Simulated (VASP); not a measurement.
# CaF2 (Fluorite) (Fm-3m) in VASP: single point with PBE

Aim: the single point of CaF2 (Fluorite) with PBE.

All numbers are computed with VASP 6.6.1; they aren't measurements. Logs are shortened: lines on timing, memory, paths and dates and some standing lists are left out, and cuts for length are marked.

## 1. The cell of the first run

It takes space group Fm-3m (No. 225, cubic). Conventional cell: a = 5.462 Å, b = 5.462 Å, c = 5.462 Å, α = 90.00°, β = 90.00°, γ = 90.00°. Ca (site symmetry m-3m) has 8 F at 2.37 Å within 3.1 Å. Within 3.1 Å of F (site symmetry -43m) lie 4 Ca at 2.37 Å and 6 F at 2.73 Å.

## 2. Single point, PBE

Contents of INCAR:

```
  PREC = Accurate
  ENCUT = 600
  EDIFF = 1E-6
  ISMEAR = 0
  SIGMA = 0.01
  LREAL = False
  LASPH = True
  NELM = 120
  ALGO = Normal
  ISIF = 2
  LWAVE = False
  LCHARG = False
  GGA = PE
  NBANDS = 19
  GGA_COMPAT = False
```

Contents of KPOINTS:

```
Automatic mesh
0
Gamma
  4 4 4
```

Contents of POSCAR:

```
CaF2
1.0
    0.0000000000      2.7310000000      2.7310000000
    2.7310000000      0.0000000000      2.7310000000
    2.7310000000      2.7310000000      0.0000000000
Ca F
1 2
Direct
    0.0000000000      0.0000000000      0.0000000000
    0.2500000000      0.2500000000      0.2500000000
    0.7500000000      0.7500000000      0.7500000000
```

Potentials or basis: VASP PAW PBE potentials, release 64 (Ca_sv, F).

Launch:

```console
> cat potpaw_PBE.64/Ca_sv/POTCAR potpaw_PBE.64/F/POTCAR > POTCAR
> mpirun -np 1 vasp_std > vasp.out
```

OUTCAR:

```text
PREC = Accurate
   ENCUT = 600
   EDIFF = 1E-6
   ISMEAR = 0
   LREAL = False
   LASPH = True
   NELM = 120
   ISIF = 2
   GGA = PE

 ion  position               nearest neighbor table
   1  0.000  0.000  0.000-   3 2.37   3 2.37   3 2.37   2 2.37   3 2.37   2 2.37   2 2.37   2 2.37

   2  0.250  0.250  0.250-   1 2.37   1 2.37   1 2.37   1 2.37
   3  0.750  0.750  0.750-   1 2.37   1 2.37   1 2.37   1 2.37

  LATTYP: Found a face centered cubic cell.
 ALAT       =     5.4620000000

  Lattice vectors:

 A1 = (   0.0000000000,   2.7310000000,   2.7310000000)
 A2 = (   2.7310000000,   0.0000000000,   2.7310000000)
 A3 = (   2.7310000000,   2.7310000000,   0.0000000000)

Analysis of symmetry for initial positions (statically):
=====================================================================
 Subroutine PRICEL returns:
 Original cell was already a primitive cell.

 Routine SETGRP: Setting up the symmetry group for a
 face centered cubic supercell.

 Subroutine GETGRP returns: Found 48 space group operations
 (whereof 48 operations were pure point group operations)
 out of a pool of 48 trial point group operations.

The static configuration has the point symmetry O_h .

Analysis of symmetry for dynamics (positions and initial velocities):
=====================================================================
 Subroutine PRICEL returns:
 Original cell was already a primitive cell.

 Routine SETGRP: Setting up the symmetry group for a
 face centered cubic supercell.

 Subroutine GETGRP returns: Found 48 space group operations
 (whereof 48 operations were pure point group operations)
 out of a pool of 48 trial point group operations.

The dynamic configuration has the point symmetry O_h .

 Subroutine INISYM returns: Found 48 space group operations
 (whereof 48 operations are pure point group operations),
 and found     1 'primitive' translations

----------------------------------------------------------------------------------------

                                     Primitive cell

  volume of cell :      40.7376

  direct lattice vectors                    reciprocal lattice vectors
     0.000000000  2.731000000  2.731000000    -0.183083120  0.183083120  0.183083120
     2.731000000  0.000000000  2.731000000     0.183083120 -0.183083120  0.183083120
     2.731000000  2.731000000  0.000000000     0.183083120  0.183083120 -0.183083120

  length of vectors
     3.862217239  3.862217239  3.862217239     0.317109265  0.317109265  0.317109265

  position of ions in fractional coordinates (direct lattice)
     0.000000000  0.000000000  0.000000000
     0.250000000  0.250000000  0.250000000
     0.750000000  0.750000000  0.750000000

  ion indices of the primitive-cell ions
   primitive index   ion index
                 1           1
                 2           2
                 3           3

----------------------------------------------------------------------------------------

 KPOINTS: Automatic mesh

Automatic generation of k-mesh.
 Grid dimensions read from file:
 generate k-points for:    4    4    4

 Generating k-lattice:

  Cartesian coordinates                     Fractional coordinates (reciprocal lattice)
    -0.045770780  0.045770780  0.045770780     0.250000000  0.000000000  0.000000000
     0.045770780 -0.045770780  0.045770780     0.000000000  0.250000000  0.000000000
     0.045770780  0.045770780 -0.045770780     0.000000000  0.000000000  0.250000000

  Length of vectors
     0.079277316  0.079277316  0.079277316

  Shift w.r.t. Gamma in fractional coordinates (k-lattice)
     0.000000000  0.000000000  0.000000000

 Subroutine IBZKPT returns following result:
 ===========================================

 Found      8 irreducible k-points:

 Following reciprocal coordinates:
            Coordinates               Weight
  0.000000  0.000000  0.000000      1.000000
  0.250000  0.000000  0.000000      8.000000
  0.500000  0.000000  0.000000      4.000000
  0.250000  0.250000  0.000000      6.000000
  0.500000  0.250000  0.000000     24.000000
 -0.250000  0.250000  0.000000     12.000000
  0.500000  0.500000  0.000000      3.000000
 -0.250000  0.500000  0.250000      6.000000
   k-points           NKPTS =      8   k-points in BZ     NKDIM =      8   number of bands    NBANDS=     19
   number of dos      NEDOS =    301   number of ions     NIONS =      3
   total plane-waves  NPLWV =  32768
   dimension x,y,z NGX =    32 NGY =   32 NGZ =   32
   dimension x,y,z NGXF=    64 NGYF=   64 NGZF=   64
   ions per type =               1   2
   NGX,Y,Z   is equivalent  to a cutoff of  13.77, 13.77, 13.77 a.u.
   NGXF,Y,Z  is equivalent  to a cutoff of  27.55, 27.55, 27.55 a.u.
 SYSTEM =  unknown system
   PREC   = accura    normal or accurate (medium, high low for compatibility)
   ISTART =      0    job   : 0-new  1-cont  2-samecut
   ICHARG =      2    charge: 1-file 2-atom 10-const
   ISPIN  =      1    spin polarized calculation?
   LNONCOLLINEAR =      F non collinear calculations
   LSORBIT =      F    spin-orbit coupling
   LASPH  =      T    aspherical Exc in radial PAW
   ENCUT  =  600.0 eV  44.10 Ry    6.64 a.u.   7.71  7.71  7.71*2*pi/ulx,y,z
   NELM   =    120;   NELMIN=  2; NELMDL= -5     # of ELM steps
   EDIFF  = 0.1E-05   stopping-criterion for ELM
   LREAL  =      F    real-space projection
   EDIFFG = 0.1E-04   stopping-criterion for IOM
   NSW    =      0    number of steps for IOM
   IBRION =     -1    ionic relax: 0-MD 1-quasi-New 2-CG
   NFREE  =      0    steps in history (QN), initial steepest desc. (CG)
   ISIF   =      2    stress and relaxation
   ISYM   =      2    0-nonsym 1-usesym 2-fastsym
   POTIM  = 0.5000    time-step for ionic-motion
   TEBEG  =    0.0;   TEEND  =   0.0 temperature during run
   PSTRESS=    0.0 pullay stress
   NELECT =      24.0000    total number of electrons
   NUPDOWN=      -1.0000    fix difference up-down
   EMIN   =  10.00;   EMAX   =-10.00  energy-range for DOS
   EFERMI =   0.00;   METHOD = LEGACY
   ISMEAR =     0;   SIGMA  =   0.01  broadening in eV -4-tet -1-fermi 0-gaus
   EFERMI_NEDOS =   21; number of points for ismear=-14 and -15
   IALGO  =     38    algorithm
   IMIX   =      4    mixing-type and parameters
     AMIX     =   0.40;   BMIX     =  1.00
     AMIX_MAG =   1.60;   BMIX_MAG =  1.00
  volume/ion in A,a.u.               =      13.58        91.64
  Fermi-wavevector in a.u.,A,eV,Ry     =   1.372398  2.593457 25.626266  1.883477
  Thomas-Fermi vector in A             =   2.498009
   LORBIT       =      0    0 simple, 1 ext, 2 COOP (PROOUT), +10 PAW based schemes
   GGA     = PE    functional components
   LHFCALC =     F    Hartree Fock is set to
   AEXX    =    0.0000 exact exchange contribution
   IVDW    =     0    specifies the selected vdW correction
   LEPSILON=     F    determine dielectric tensor
   LRPA    =     F    only Hartree local field effects (RPA)
 non-spin polarized calculation
 Gauss-broadening in eV      SIGMA  =   0.01
  energy-cutoff  :      600.00
  volume of cell :       40.74
 maximum number of plane-waves:      1380
 NGX is ok and might be reduce to    32
   NGX = 15   NGY = 15   NGZ = 15

 number of electron      23.9999989 magnetization

 Free energy of the ion-electron system (eV)
  ---------------------------------------------------
  ext. energy  EPLUGINS =         0.00000000
  ---------------------------------------------------
  free energy    TOTEN  =       -17.33343656 eV

  energy without entropy =      -17.33343656  energy(sigma->0) =      -17.33343656

 E-fermi :  -0.8940     XC(G=0):  -9.6313

 val. band max:       -0.9717999189   @ k =   0.5000   0.5000   0.0000
 cond. band min:       6.3084973558   @ k =   0.0000   0.0000   0.0000
 fundamental gap:      7.2802972748
 Fermi energy:        -0.8939797191

 k-point     1 :       0.0000    0.0000    0.0000
  band No.  band energies     occupation
      1     -36.9954      2.00000
      2     -20.9065      2.00000
      3     -20.1349      2.00000
      4     -17.9347      2.00000
      5     -17.9347      2.00000
      6     -17.9347      2.00000
[... 11 lines left out ...]
     18      10.2559      0.00000
     19      15.9781      0.00000

 k-point     2 :       0.2500    0.0000    0.0000
  band No.  band energies     occupation
      1     -36.9787      2.00000
      2     -21.0122      2.00000
      3     -20.3014      2.00000
      4     -17.9557      2.00000
      5     -17.9557      2.00000
      6     -17.6942      2.00000
[... 11 lines left out ...]
     18      10.1200      0.00000
     19      13.9813      0.00000

 k-point     3 :       0.5000    0.0000    0.0000
  band No.  band energies     occupation
      1     -36.9620      2.00000
      2     -21.0284      2.00000
      3     -20.5596      2.00000
      4     -17.9764      2.00000
      5     -17.9764      2.00000
      6     -17.4418      2.00000
[... 11 lines left out ...]
     18       9.9848      0.00000
     19      12.7438      0.00000

 k-point     4 :       0.2500    0.2500    0.0000
  band No.  band energies     occupation
      1     -36.9732      2.00000
      2     -21.0851      2.00000
      3     -20.2893      2.00000
      4     -17.9869      2.00000
      5     -17.9869      2.00000
      6     -17.5933      2.00000
[... 11 lines left out ...]
     18      10.0519      0.00000
     19      15.4010      0.00000

 k-point     5 :       0.5000    0.2500    0.0000
  band No.  band energies     occupation
      1     -36.9565      2.00000
      2     -21.0575      2.00000
      3     -20.6144      2.00000
      4     -18.0077      2.00000
      5     -17.8498      2.00000
      6     -17.4711      2.00000
[... 11 lines left out ...]
     18      11.3906      0.00000
     19      13.6845      0.00000

 k-point     6 :      -0.2500    0.2500    0.0000
  band No.  band energies     occupation
      1     -36.9620      2.00000
      2     -20.9923      2.00000
      3     -20.6156      2.00000
      4     -17.9767      2.00000
      5     -17.7662      2.00000
      6     -17.6311      2.00000
[... 11 lines left out ...]
     18      10.8822      0.00000
     19      14.0421      0.00000

 k-point     7 :       0.5000    0.5000    0.0000
  band No.  band energies     occupation
      1     -36.9510      2.00000
      2     -21.2356      2.00000
      3     -20.4371      2.00000
      4     -18.0387      2.00000
      5     -18.0387      2.00000
      6     -17.2680      2.00000
[... 11 lines left out ...]
     18      12.3209      0.00000
     19      13.8431      0.00000

 k-point     8 :      -0.2500    0.5000    0.2500
  band No.  band energies     occupation
      1     -36.9509      2.00000
      2     -20.8880      2.00000
      3     -20.8880      2.00000
      4     -18.0411      2.00000
      5     -17.6001      2.00000
      6     -17.6001      2.00000
[... 11 lines left out ...]
     18      13.4617      0.00000
     19      14.6761      0.00000

------------------------ aborting loop because EDIFF is reached ----------------------------------------

  FORCE on cell =-STRESS in cart. coord.  units (eV):
  Direction    XX          YY          ZZ          XY          YZ          ZX
  --------------------------------------------------------------------------------------
  -------------------------------------------------------------------------------------
  Total        0.6204435      0.6204435      0.6204435      0.0000000      0.0000000     -0.0000000
  in kB       24.4015693     24.4015693     24.4015693      0.0000000      0.0000000     -0.0000000
  external PRESSURE =      24.4015693 kB  Pullay stress =       0.0000000 kB

 VOLUME and BASIS-vectors are now :
 -----------------------------------------------------------------------------
  energy-cutoff  :      600.00
  volume of cell :       40.74
      direct lattice vectors                 reciprocal lattice vectors
     0.000000000  2.731000000  2.731000000    -0.183083120  0.183083120  0.183083120
     2.731000000  0.000000000  2.731000000     0.183083120 -0.183083120  0.183083120
     2.731000000  2.731000000  0.000000000     0.183083120  0.183083120 -0.183083120

 POSITION                                       TOTAL-FORCE (eV/Angst)
 -----------------------------------------------------------------------------------
      0.00000      0.00000      0.00000        -0.000000     -0.000000     -0.000000
      1.36550      1.36550      1.36550        -0.000000     -0.000000     -0.000000
      4.09650      4.09650      4.09650         0.000000      0.000000      0.000000
 -----------------------------------------------------------------------------------
    total drift:                                0.000000     -0.000000      0.000000

  FREE ENERGIE OF THE ION-ELECTRON SYSTEM (eV)
  ---------------------------------------------------
  free  energy   TOTEN  =       -17.3334365600 eV

  energy  without entropy=      -17.3334365600  energy(sigma->0) =      -17.33343656
```

It took 16 s on 1 thread of Intel Xeon 8259CL, shared host; peak memory 0.17 GiB.

What came out:

| Item | Value |
| --- | --- |
| Free energy | -17.3334 eV |
| Pressure | 2.4 GPa |
| Band gap on the k mesh | 7.28 eV, indirect (least direct gap 7.54 eV) |

Caveat: the k points lie up to 0.50 Å⁻¹ apart.
